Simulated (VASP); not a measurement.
NaF (Villiaumite):

```
CELL_PARAMETERS angstrom
0.00000 2.36550 2.36550
2.36550 0.00000 2.36550
2.36550 2.36550 0.00000
ATOMIC_POSITIONS crystal
Na 0.00000 0.00000 0.00000
F 0.50000 0.50000 0.50000
```

Program: VASP 6.6.1. Alike in all runs: task single point; no spin polarisation; cell as given; cutoff (eV) 520; smearing fermi-dirac 0.05 eV.

Task: Order these runs on this cell by their pressure, lowest first.
A. level PBEsol; potentials or basis VASP PAW PBE potentials, release 64 (Na_pv, F); k mesh 10 × 10 × 10
B. level LDA; potentials or basis VASP PAW LDA potentials, release 64 (Na_pv, F); k mesh 8 × 8 × 8
C. level r2SCAN; potentials or basis VASP PAW PBE potentials, release 64 (Na_pv, F); k mesh 10 × 10 × 10

Result: B (-6.5 GPa), C (-4.4 GPa), A (-2.9 GPa).

Caveats: the PAW data sets were made with another functional, which shifts forces and pressure a little (some runs).
